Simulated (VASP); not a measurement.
CsSnI3, 5 atoms in the cell. Symmetry: Pm-3m, No. 221, cubic system. The conventional cell has a = 5.683 Å, b = 5.683 Å, c = 5.683 Å, α = 90.00°, β = 90.00°, γ = 90.00°. Within 5.3 Å of Cs (site symmetry m-3m) lie 12 I at 4.02 Å and 8 Sn at 4.92 Å. I (site symmetry 4/mmm) has 2 Sn at 2.84 Å within 3.7 Å. Sn (site symmetry m-3m) has 6 I at 2.84 Å within 3.7 Å. 

| Property | Result |
| --- | --- |
| Program | VASP 6.6.1 |
| Task | single point |
| Functional | RPBE |
| Dispersion | D3(BJ) |
| Potentials or basis | VASP PAW PBE potentials, release 64 (Cs_sv, I, Sn_d) |
| Cutoff | 520 eV |
| k mesh | 5 × 5 × 5 |
| Occupations | fermi-dirac, width 0.05 eV |
| Spin | no spin polarisation |
| Dipole correction | no |
| Further INCAR settings | ALGO = Normal; EDIFF = 1e-07; NBANDS = 30 |

Potentials or basis: VASP PAW PBE potentials, release 64 (Cs_sv, I, Sn_d).

The run is started by

```sh
$ cat potpaw_PBE.64/Cs_sv/POTCAR potpaw_PBE.64/I/POTCAR potpaw_PBE.64/Sn_d/POTCAR > POTCAR
$ mpirun -np 1 vasp_std > vasp.out
```

Hardware: 1 thread of Oxide Virtual Turin-like Processor (shared host).

Estimate the wall time of this run.

Run time: 52 s on 1 thread of Oxide Virtual Turin-like Processor, with other jobs on the host, peak memory 0.24 GiB. Counts: scf iterations 15, k points 10.
